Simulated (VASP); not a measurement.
# BN (Fmm2) in VASP: further runs, part 2 of 2

VASP 6.6.1. The steps go on from the part before.

## Step 3: Relaxation of shape and atoms at fixed volume, r2SCAN (8.86 Å³/atom)

This run uses another cell than the first one, of 8.86 Å³/atom.

POSCAR reads:

```
BN
1.0
    0.0000000000      3.3468313775      2.1403205714
    1.2371766781      0.0000000000      2.1403205714
    1.2371766781      3.3468313775      0.0000000000
B N
1 1
Direct
    0.0000854255      0.0000854255      0.9999145745
    0.6666145645      0.6666145645      0.3333854355
```

INCAR.step1 reads:

```
PREC     = Accurate       # precision mode
ENCUT    = 600            # plane-wave cutoff, eV
ISMEAR   = 0              # smearing method
SIGMA    = 0.02           # smearing width, eV
LREAL    = False          # projectors in reciprocal space
LASPH    = True           # aspherical terms in the spheres
NELM     = 80             # most SCF steps
GGA      = PE             # functional
ALGO     = Normal         # electronic algorithm
EDIFF    = 1E-4           # SCF threshold, eV
LWAVE    = True           # write WAVECAR
LCHARG   = False          # write CHGCAR
```

INCAR.step2 reads:

```
PREC     = Accurate       # precision mode
ENCUT    = 600            # plane-wave cutoff, eV
EDIFF    = 1E-6           # SCF threshold, eV
ISMEAR   = 0              # smearing method
SIGMA    = 0.02           # smearing width, eV
LREAL    = False          # projectors in reciprocal space
LASPH    = True           # aspherical terms in the spheres
NELM     = 80             # most SCF steps
ALGO     = Normal         # electronic algorithm
ISIF     = 4              # what is computed and relaxed
LWAVE    = False          # write WAVECAR
LCHARG   = False          # write CHGCAR
METAGGA  = R2SCAN         # meta-GGA
LMIXTAU  = True         
IBRION   = 2              # ionic algorithm
NSW      = 50             # ionic steps
EDIFFG   = -0.01          # ionic threshold
ISTART   = 1
```

KPOINTS reads:

```
Automatic mesh
0
Gamma
  12 12 12
```

Potentials or basis: VASP PAW PBE potentials, release 64 (B, N).

Command:

```console
$ cat potpaw_PBE.64/B/POTCAR potpaw_PBE.64/N/POTCAR > POTCAR
$ cp INCAR.step1 INCAR
$ mpirun -np 1 vasp_std > vasp.out
$ cp INCAR.step2 INCAR
$ mpirun -np 1 vasp_std > vasp.out
```

OUTCAR:

```text
PREC = Accurate
   ENCUT = 600
   EDIFF = 1E-6
   ISMEAR = 0
   LREAL = False
   LASPH = True
   NELM = 80
   ISIF = 4
   METAGGA = R2SCAN
   IBRION = 2
   NSW = 50
   EDIFFG = -0.01
   ISTART = 1

 ion  position               nearest neighbor table
   1  0.000  0.000  1.000-   2 1.43   2 1.43   2 1.43
   2  0.667  0.667  0.333-   1 1.43   1 1.43   1 1.43

  LATTYP: Found a face centered orthorhombic cell.
 ALAT       =     2.4743533562
 B/A-ratio  =     1.7300039754
 C/A-ratio  =     2.7052169967

  Lattice vectors:

 A1 = (   0.0000000000,   3.3468313775,   2.1403205714)
 A2 = (  -1.2371766781,   3.3468313775,   0.0000000000)
 A3 = (  -1.2371766781,   0.0000000000,   2.1403205714)

[... 257 lines left out ...]
 E-fermi :   2.4693     XC(G=0): -10.8402

 val. band max:        2.3129850999   @ k =   0.4167  -0.4167   0.0833
 cond. band min:       6.3697782724   @ k =   0.0000   0.5000   0.5000
 fundamental gap:      4.0567931725
 Fermi energy:         2.4693450510

 k-point     1 :       0.0000    0.0000    0.0000
  band No.  band energies     occupation
      1     -16.7052      2.00000
      2      -2.0133      2.00000
      3       0.8211      2.00000
      4       0.8253      2.00000
      5       7.8621      0.00000
      6      14.5284      0.00000
      7      14.6557      0.00000
      8      16.7132      0.00000
[... 243 lines left out ...]
 k-point    24 :      -0.4167    0.1667    0.0000
  band No.  band energies     occupation
      1     -13.1016      2.00000
      2      -6.7790      2.00000
      3      -3.5481      2.00000
      4       1.5985      2.00000
      5       7.6244      0.00000
      6      14.5866      0.00000
      7      16.6932      0.00000
      8      18.8142      0.00000

 [... further k-points ...]

------------------------ aborting loop because EDIFF is reached ----------------------------------------

  FORCE on cell =-STRESS in cart. coord.  units (eV):
  Direction    XX          YY          ZZ          XY          YZ          ZX
  --------------------------------------------------------------------------------------
  -------------------------------------------------------------------------------------
  Total        0.1948079      0.1794820      0.1624290      0.0000000      0.0000000      0.0000000
  in kB       17.6093299     16.2239653     14.6824940      0.0000000      0.0000000      0.0000000
  external PRESSURE =      16.1719297 kB  Pullay stress =       0.0000000 kB
[... 17 lines left out ...]
  FREE ENERGIE OF THE ION-ELECTRON SYSTEM (eV)
  ---------------------------------------------------
  free  energy   TOTEN  =       -19.2915936110 eV

  energy  without entropy=      -19.2915936110  energy(sigma->0) =      -19.29159361

 reached required accuracy - stopping structural energy minimisation
```

OUTCAR.step1:

```text
PREC = Accurate
   ENCUT = 600
   ISMEAR = 0
   LREAL = False
   LASPH = True
[... 487 lines left out ...]
      1.23718      3.34683      0.00037         0.000000      0.000000      0.006078
      1.23718      3.34683      2.85354         0.000000      0.000000     -0.006078
 -----------------------------------------------------------------------------------
    total drift:                               -0.000003     -0.000007     -0.000040

  FREE ENERGIE OF THE ION-ELECTRON SYSTEM (eV)
  ---------------------------------------------------
  free  energy   TOTEN  =       -17.5491565143 eV

  energy  without entropy=      -17.5491565143  energy(sigma->0) =      -17.54915651
```

Run time: 7.8 min. Hardware: 1 thread of Intel Xeon Platinum 8259CL at 2.50GHz (Skylake/Cascade Lake), shared host; peak memory 0.18 GiB.

Results:

```yaml
Free_energy: -19.2916 eV
Energy_gained_by_relaxing: 7.2 meV/atom
Ionic_steps: 3
Pressure_after_relaxing: 1.6 GPa
Largest_force_after_relaxing: 0.007 eV/Å
Band_gap_on_the_k_mesh: 4.06 eV (least direct gap 5.22 eV)
```

Forces in eV/Å, atoms in the order of the input:
```
B    0.000  0.000 -0.007
N    0.000  0.000  0.007
```

The path:
```csv
step,energy change (eV),largest force (eV/Å),pressure (GPa),volume (Å³)
1,0.0000,0.0044,9.36,17.72
2,-0.0142,0.0085,0.80,17.72
3,-0.0144,0.0074,1.62,17.72
```

Final structure:
```
B N
1.0
     0.00000    3.27874    2.16229
     1.25004    0.00000    2.16229
     1.25004    3.27874    0.00000
B N
1 1
Direct
  0.00013 0.00013 0.99987
  0.66657 0.66657 0.33343
```

Levels at points of the mesh, in eV from the valence-band top:
```tsv
k point	band 2	band 3	band 4	band 5	band 6	band 7
(0.00, 0.00, 0.00)	-4.33	-1.49	-1.49	5.55	12.22	12.34
(0.50, 0.00, 0.00)	-9.43	-4.43	-1.09	5.15	10.56	14.42
(0.50, 0.50, 0.00)	-9.58	-4.42	-0.35	6.84	10.10	13.03
(0.50, 0.00, 0.50)	-6.63	-1.54	-1.48	11.05	12.15	12.26
(0.00, 0.50, 0.50)	-9.27	-4.49	-1.75	4.06	10.54	15.90
```

Caveat: the PAW data sets were made with another functional, which shifts forces and pressure a little. A k mesh can miss the band edges.

## Step 4: Relaxation of shape and atoms at fixed volume, r2SCAN (9.15 Å³/atom)

This run uses another cell than the first one, of 9.15 Å³/atom.

POSCAR reads:

```
BN
1.0
    0.0000000000      3.4472485568      2.1425837991
    1.2381630736      0.0000000000      2.1425837991
    1.2381630736      3.4472485568      0.0000000000
B N
1 1
Direct
    0.0000732539      0.0000732539      0.9999267461
    0.6666267361      0.6666267361      0.3333732639
```

INCAR.step1 reads:

```
SYSTEM = BN
PREC = Accurate
ENCUT = 600
ISMEAR = 0
SIGMA = 0.02
LREAL = .FALSE.
LASPH = .TRUE.
NELM = 100
GGA = PE
ALGO = Normal
EDIFF = 1E-4
LWAVE = .TRUE.
LCHARG = .FALSE.
```

INCAR.step2 reads:

```
SYSTEM = BN
PREC = Accurate
ENCUT = 600
EDIFF = 1E-6
ISMEAR = 0
SIGMA = 0.02
LREAL = .FALSE.
LASPH = .TRUE.
NELM = 100
ALGO = Normal
ISIF = 4
LWAVE = .FALSE.
LCHARG = .FALSE.
METAGGA = R2SCAN
LMIXTAU = .TRUE.
IBRION = 2
NSW = 50
EDIFFG = -0.01
ISTART = 1
```

KPOINTS reads:

```
Automatic mesh
0
G
  12 12 12
  0 0 0
```

Command:

```console
$ cat potpaw_PBE.64/B/POTCAR potpaw_PBE.64/N/POTCAR > POTCAR
$ cp INCAR.step1 INCAR
$ mpirun -np 1 vasp_std > vasp.out
$ cp INCAR.step2 INCAR
$ mpirun -np 1 vasp_std > vasp.out
```

It took 9.2 min on 1 thread of Intel Xeon Platinum 8259CL at 2.50GHz (Skylake/Cascade Lake), shared host; peak memory 0.19 GiB.

The run converged. Its results:

- Free energy: -19.2959 eV
- Energy gained by relaxing: 7.0 meV/atom
- Ionic steps: 3
- Pressure after relaxing: 0.6 GPa
- Band gap on the k mesh: 4.21 eV (least direct gap 5.22 eV)

Forces in eV/Å, atoms in the order of the input:
```
B    0.000  0.000 -0.002
N    0.000  0.000  0.002
```

Stress tensor (GPa, compression positive):
```
0.69 0.00 0.00
0.00 0.58 0.00
0.00 0.00 0.48
```

Step by step:
```csv
step,energy change (eV),largest force (eV/Å),pressure (GPa),volume (Å³)
1,0.0000,0.0021,8.11,18.29
2,-0.0140,0.0027,-0.05,18.29
3,-0.0141,0.0024,0.58,18.29
```

Final structure:
```yaml
crystal:
  lattice:
    - [0.00000, 3.37708, 2.16465]
    - [1.25101, 0.00000, 2.16465]
    - [1.25101, 3.37708, 0.00000]
  atoms:
    - { symbol: B, position: [0.00010, 0.00009, 0.99991] }
    - { symbol: N, position: [0.66661, 0.66661, 0.33339] }
```

Levels at points of the mesh, in eV from the valence-band top:
| k point | band 2 | band 3 | band 4 | band 5 | band 6 | band 7 |
| --- | --- | --- | --- | --- | --- | --- |
| (0.00, 0.00, 0.00) | -4.44 | -1.46 | -1.45 | 5.38 | 12.24 | 12.34 |
| (0.50, 0.00, 0.00) | -9.38 | -4.39 | -1.04 | 5.20 | 10.55 | 14.24 |
| (0.50, 0.50, 0.00) | -9.50 | -4.38 | -0.42 | 6.69 | 10.08 | 12.91 |
| (0.50, 0.00, 0.50) | -6.45 | -1.49 | -1.45 | 10.69 | 12.19 | 12.28 |
| (0.00, 0.50, 0.50) | -9.25 | -4.44 | -1.60 | 4.21 | 10.58 | 15.64 |

Caveat: the PAW data sets were made with another functional, which shifts forces and pressure a little. A k mesh can miss the band edges.

## Step 5: Summary

| task | cell | cutoff (eV) | gap on the mesh (eV) | pressure (GPa) |
| --- | --- | --- | --- | --- |
| single point | a = 4.275, b = 2.502, c = 3.892 Å, angles 80.7, 35.3, 64.0°, 2 atoms | 520 | 4.57 | -0.4 |
| relaxation of shape and atoms at fixed volume | relaxed from a = 3.973, b = 2.472, c = 3.568 Å, angles 80.0, 37.8, 62.2°, 2 atoms | 600 | 4.06 | 1.6 |
| relaxation of shape and atoms at fixed volume | relaxed from a = 4.059, b = 2.475, c = 3.663 Å, angles 80.3, 36.9, 62.8°, 2 atoms | 600 | 4.21 | 0.6 |

Alike in all rows: level r2SCAN; potentials or basis VASP PAW PBE potentials, release 64 (B, N); no spin polarisation; k mesh 12 × 12 × 12; smearing gaussian 0.02 eV.

Caveats: the PAW data sets were made with another functional, which shifts forces and pressure a little.

Absolute energies hang on the potentials; compare differences alone.
